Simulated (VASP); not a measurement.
# Si2Mo (I4/mmm) in VASP: settings compared

The runs below take Si2Mo through single point, with PBEsol+D4, PBE+D3(BJ).

All numbers are computed with VASP 6.6.1; they aren't measurements. Logs are shortened: lines on timing, memory, paths and dates and some standing lists are left out, and cuts for length are marked.

## (1) The cell of the first run

It takes space group I4/mmm (No. 139, tetragonal). Conventional cell: a = 3.200 Å, b = 3.200 Å, c = 7.861 Å, α = 90.00°, β = 90.00°, γ = 90.00°. Within 3.5 Å of Mo (site symmetry 4/mmm) lie 10 Si at 2.62 Å and 4 Mo at 3.20 Å. Within 3.4 Å of Si (site symmetry 4mm) lie 9 Si at 2.61 to 3.20 Å and 5 Mo at 2.62 Å.

## (2) Single point, PBEsol+D4

Contents of INCAR:

```
PREC = Accurate ; ENCUT = 520
EDIFF = 1E-7 ; ISMEAR = -1
SIGMA = 0.05 ; LREAL = False
LASPH = True ; NELM = 60
ALGO = Normal ; ISIF = 2
LWAVE = False ; LCHARG = True
GGA = PS ; IVDW = 13
LELF = True ; LVHAR = True
NBANDS = 18
```

Contents of KPOINTS:

```
Automatic mesh
0
Gamma
  12 12 12
```

Contents of POSCAR:

```
Si2Mo
1.0
   -1.6000000000      1.6000000000      3.9305000000
    1.6000000000     -1.6000000000      3.9305000000
    1.6000000000      1.6000000000     -3.9305000000
Mo Si
1 2
Direct
    0.0000000000      0.0000000000      0.0000000000
    0.6670000000      0.6670000000      0.0000000000
    0.3330000000      0.3330000000      0.0000000000
```

Potentials or basis: VASP PAW PBE potentials, release 64 (Mo_sv, Si).

The run is started by

```console
> cat potpaw_PBE.64/Mo_sv/POTCAR potpaw_PBE.64/Si/POTCAR > POTCAR
> mpirun -np 1 vasp_std > vasp.out
```

OUTCAR:

```text
PREC = Accurate
   ENCUT = 520
   EDIFF = 1E-7
   ISMEAR = -1
   LREAL = False
   LASPH = True
   NELM = 60
   ISIF = 2
   GGA = PS
   IVDW = 13

 ion  position               nearest neighbor table
   1  0.000  0.000  0.000-   2 2.62   3 2.62   2 2.62   3 2.62   2 2.62   3 2.62   3 2.62   2 2.62
                             2 2.62   3 2.62
   2  0.667  0.667  0.000-   3 2.61   3 2.61   3 2.61   3 2.61   1 2.62   1 2.62   1 2.62   1 2.62
                             1 2.62   3 2.63
   3  0.333  0.333  0.000-   2 2.61   2 2.61   2 2.61   2 2.61   1 2.62   1 2.62   1 2.62   1 2.62
                             1 2.62   2 2.63

  LATTYP: Found a body centered tetragonal cell.
 ALAT       =     3.2000000000
 C/A-ratio  =     2.4565625000

  Lattice vectors:

 A1 = (  -1.6000000000,   1.6000000000,   3.9305000000)
 A2 = (   1.6000000000,  -1.6000000000,   3.9305000000)
 A3 = (   1.6000000000,   1.6000000000,  -3.9305000000)

Analysis of symmetry for initial positions (statically):
=====================================================================
 Subroutine PRICEL returns:
 Original cell was already a primitive cell.

 Routine SETGRP: Setting up the symmetry group for a
 body centered tetragonal supercell.

 Subroutine GETGRP returns: Found 16 space group operations
 (whereof 16 operations were pure point group operations)
 out of a pool of 16 trial point group operations.

The static configuration has the point symmetry D_4h.

Analysis of symmetry for dynamics (positions and initial velocities):
=====================================================================
 Subroutine PRICEL returns:
 Original cell was already a primitive cell.

 Routine SETGRP: Setting up the symmetry group for a
 body centered tetragonal supercell.

 Subroutine GETGRP returns: Found 16 space group operations
 (whereof 16 operations were pure point group operations)
 out of a pool of 16 trial point group operations.

The dynamic configuration has the point symmetry D_4h.

 Subroutine INISYM returns: Found 16 space group operations
 (whereof 16 operations are pure point group operations),
 and found     1 'primitive' translations

----------------------------------------------------------------------------------------

                                     Primitive cell

  volume of cell :      40.2483

  direct lattice vectors                    reciprocal lattice vectors
    -1.600000000  1.600000000  3.930500000     0.000000000  0.312500000  0.127210279
     1.600000000 -1.600000000  3.930500000     0.312500000  0.000000000  0.127210279
     1.600000000  1.600000000 -3.930500000     0.312500000  0.312500000  0.000000000

  length of vectors
     4.535287229  4.535287229  4.535287229     0.337399918  0.337399918  0.441941738

  position of ions in fractional coordinates (direct lattice)
     0.000000000  0.000000000  0.000000000
     0.667000000  0.667000000  0.000000000
     0.333000000  0.333000000  0.000000000

  ion indices of the primitive-cell ions
   primitive index   ion index
                 1           1
                 2           2
                 3           3

----------------------------------------------------------------------------------------

 KPOINTS: Automatic mesh

Automatic generation of k-mesh.
 Grid dimensions read from file:
 generate k-points for:   12   12   12

 Generating k-lattice:

  Cartesian coordinates                     Fractional coordinates (reciprocal lattice)
     0.000000000  0.026041667  0.010600857     0.083333333  0.000000000 -0.000000000
     0.026041667  0.000000000  0.010600857     0.000000000  0.083333333 -0.000000000
     0.026041667  0.026041667  0.000000000     0.000000000  0.000000000  0.083333333

  Length of vectors
     0.028116660  0.028116660  0.036828478

  Shift w.r.t. Gamma in fractional coordinates (k-lattice)
     0.000000000  0.000000000  0.000000000

 Subroutine IBZKPT returns following result:
 ===========================================

 Found    163 irreducible k-points:

 Following reciprocal coordinates:
            Coordinates               Weight
  0.000000  0.000000  0.000000      1.000000
  0.083333 -0.000000  0.000000      8.000000
  0.166667 -0.000000  0.000000      8.000000
  0.250000 -0.000000  0.000000      8.000000
  0.333333 -0.000000  0.000000      8.000000
  0.416667  0.000000  0.000000      8.000000
[... 16 lines left out ...]
  0.500000  0.166667  0.000000     16.000000
 -0.416667  0.166667  0.000000     16.000000
 [... further k-points ...]
   k-points           NKPTS =    163   k-points in BZ     NKDIM =    163   number of bands    NBANDS=     18
   number of dos      NEDOS =    301   number of ions     NIONS =      3
   total plane-waves  NPLWV =  46656
   dimension x,y,z NGX =    36 NGY =   36 NGZ =   36
   dimension x,y,z NGXF=    72 NGYF=   72 NGZF=   72
   ions per type =               1   2
   NGX,Y,Z   is equivalent  to a cutoff of  13.20, 13.20, 13.20 a.u.
   NGXF,Y,Z  is equivalent  to a cutoff of  26.39, 26.39, 26.39 a.u.
 SYSTEM =  unknown system
   PREC   = accura    normal or accurate (medium, high low for compatibility)
   ISTART =      0    job   : 0-new  1-cont  2-samecut
   ICHARG =      2    charge: 1-file 2-atom 10-const
   ISPIN  =      1    spin polarized calculation?
   LNONCOLLINEAR =      F non collinear calculations
   LSORBIT =      F    spin-orbit coupling
   LASPH  =      T    aspherical Exc in radial PAW
   ENCUT  =  520.0 eV  38.22 Ry    6.18 a.u.   8.43  8.43  8.43*2*pi/ulx,y,z
   NELM   =     60;   NELMIN=  2; NELMDL= -5     # of ELM steps
   EDIFF  = 0.1E-06   stopping-criterion for ELM
   LREAL  =      F    real-space projection
   EDIFFG = 0.1E-05   stopping-criterion for IOM
   NSW    =      0    number of steps for IOM
   IBRION =     -1    ionic relax: 0-MD 1-quasi-New 2-CG
   NFREE  =      0    steps in history (QN), initial steepest desc. (CG)
   ISIF   =      2    stress and relaxation
   ISYM   =      2    0-nonsym 1-usesym 2-fastsym
   POTIM  = 0.5000    time-step for ionic-motion
   TEBEG  =    0.0;   TEEND  =   0.0 temperature during run
   PSTRESS=    0.0 pullay stress
   NELECT =      22.0000    total number of electrons
   NUPDOWN=      -1.0000    fix difference up-down
   EMIN   =  10.00;   EMAX   =-10.00  energy-range for DOS
   EFERMI =   0.00;   METHOD = LEGACY
   ISMEAR =    -1;   SIGMA  =   0.05  broadening in eV -4-tet -1-fermi 0-gaus
   EFERMI_NEDOS =   21; number of points for ismear=-14 and -15
   IALGO  =     38    algorithm
   IMIX   =      4    mixing-type and parameters
     AMIX     =   0.40;   BMIX     =  1.00
     AMIX_MAG =   1.60;   BMIX_MAG =  1.00
  volume/ion in A,a.u.               =      13.42        90.54
  Fermi-wavevector in a.u.,A,eV,Ry     =   1.338546  2.529484 24.377614  1.791704
  Thomas-Fermi vector in A             =   2.467007
   LORBIT       =      0    0 simple, 1 ext, 2 COOP (PROOUT), +10 PAW based schemes
   GGA     = PS    functional components
   LHFCALC =     F    Hartree Fock is set to
   AEXX    =    0.0000 exact exchange contribution
   IVDW    =    13    specifies the selected vdW correction
   LEPSILON=     F    determine dielectric tensor
   LRPA    =     F    only Hartree local field effects (RPA)
 non-spin polarized calculation
  energy-cutoff  :      520.00
  volume of cell :       40.25
 maximum number of plane-waves:      1112
 NGX is ok and might be reduce to    36
   NGX = 17   NGY = 17   NGZ = 17

 number of electron      22.0000000 magnetization

 Free energy of the ion-electron system (eV)
  ---------------------------------------------------
  ext. energy  EPLUGINS =         0.00000000
  ---------------------------------------------------
  free energy    TOTEN  =       -25.07166931 eV

  energy without entropy =      -25.06944346  energy(sigma->0) =      -25.07055639

 E-fermi :  12.1921     XC(G=0): -12.5108

 val. band max:       12.1238598468   @ k =  -0.3333  -0.4167   0.3333
 cond. band min:      12.2372994744   @ k =   0.0833  -0.0000   0.0000
 fundamental gap:      0.1134396276
 Fermi energy:        12.1921068040

 k-point     1 :       0.0000    0.0000    0.0000
  band No.  band energies     occupation
      1     -48.4536      2.00000
      2     -22.6485      2.00000
      3     -22.5477      2.00000
      4     -22.5477      2.00000
      5      -1.2701      2.00000
      6       5.8316      2.00000
[... 10 lines left out ...]
     17      17.2297      0.00000
     18      17.2297      0.00000

 k-point     2 :       0.0833   -0.0000    0.0000
  band No.  band energies     occupation
      1     -48.4523      2.00000
      2     -22.6472      2.00000
      3     -22.5653      2.00000
      4     -22.5460      2.00000
      5      -1.1439      2.00000
      6       5.8388      2.00000
[... 10 lines left out ...]
     17      17.3562      0.00000
     18      17.9652      0.00000

 k-point     3 :       0.1667   -0.0000    0.0000
  band No.  band energies     occupation
      1     -48.4489      2.00000
      2     -22.6436      2.00000
      3     -22.6132      2.00000
      4     -22.5416      2.00000
      5      -0.7720      2.00000
      6       5.7941      2.00000
[... 10 lines left out ...]
     17      18.0686      0.00000
     18      19.4168      0.00000

 k-point     4 :       0.2500   -0.0000    0.0000
  band No.  band energies     occupation
      1     -48.4442      2.00000
      2     -22.6783      2.00000
      3     -22.6384      2.00000
      4     -22.5355      2.00000
      5      -0.1736      2.00000
      6       5.4499      2.00000
[... 375 lines left out ...]
      4     -22.5868      2.00000
      5       2.1466      2.00000
      6       3.6633      2.00000
[... 10 lines left out ...]
     17      19.5686      0.00000
     18      21.0631      0.00000

 k-point    23 :       0.5000    0.1667    0.0000
  band No.  band energies     occupation
      1     -48.4304      2.00000
      2     -22.7958      2.00000
      3     -22.6214      2.00000
      4     -22.5848      2.00000
      5       2.6547      2.00000
      6       3.1494      2.00000
[... 10 lines left out ...]
     17      19.7288      0.00000
     18      20.9355      0.00000

 k-point    24 :      -0.4167    0.1667    0.0000
  band No.  band energies     occupation
      1     -48.4317      2.00000
      2     -22.7791      2.00000
      3     -22.6216      2.00000
      4     -22.5866      2.00000
      5       1.6742      2.00000
      6       4.1818      2.00000
[... 10 lines left out ...]
     17      19.5066      0.00000
     18      20.3602      0.00000

 [... further k-points ...]

------------------------ aborting loop because EDIFF is reached ----------------------------------------

  DFT-D4 for vdW energy calculation

  Edisp (eV):   -0.96113

  FORCE on cell =-STRESS in cart. coord.  units (eV):
  Direction    XX          YY          ZZ          XY          YZ          ZX
  --------------------------------------------------------------------------------------
  -------------------------------------------------------------------------------------
  Total      -1.37984    -1.37984    -1.69272     0.00000     0.00000     0.00000
  in kB     -54.92787   -54.92787   -67.38252     0.00000     0.00000     0.00000
  external pressure =      -59.08 kB  Pullay stress =        0.00 kB

 VOLUME and BASIS-vectors are now :
 -----------------------------------------------------------------------------
  energy-cutoff  :      520.00
  volume of cell :       40.25
      direct lattice vectors                 reciprocal lattice vectors
    -1.600000000  1.600000000  3.930500000     0.000000000  0.312500000  0.127210279
     1.600000000 -1.600000000  3.930500000     0.312500000  0.000000000  0.127210279
     1.600000000  1.600000000 -3.930500000     0.312500000  0.312500000  0.000000000

 POSITION                                       TOTAL-FORCE (eV/Angst)
 -----------------------------------------------------------------------------------
      0.00000      0.00000      0.00000        -0.000000     -0.000000     -0.000000
      0.00000      0.00000      5.24329        -0.000000     -0.000000     -0.325291
      0.00000      0.00000      2.61771         0.000000      0.000000      0.325291
 -----------------------------------------------------------------------------------
    total drift:                                0.000000      0.000000     -0.000000

  FREE ENERGIE OF THE ION-ELECTRON SYSTEM (eV)
  ---------------------------------------------------
  free  energy   TOTEN  =       -26.0328021171 eV

  energy  without entropy=      -26.0305762750  energy(sigma->0) =      -26.03168920
```

Run time: 2.4 min. Hardware: 1 thread of AMD EPYC 9R45 (Zen 5), shared host; peak memory 0.25 GiB.

What came out:

```
Free energy                : -26.0328 eV
Pressure                   : -5.9 GPa
Largest force              : 0.325 eV/Å
Band gap on the k mesh     : zero (bands 11 and 12 overlap by 1.04 eV)
Dispersion energy per atom : -0.320 eV
```

Forces in eV/Å, atoms in the order of the input:
```
Mo   0.000  0.000  0.000
Si   0.000  0.000 -0.325
Si   0.000  0.000  0.325
```

Caveat: the cell stands under tension; the PAW data sets were made with another functional, which shifts forces and pressure a little.

[end of part 1 of 2]
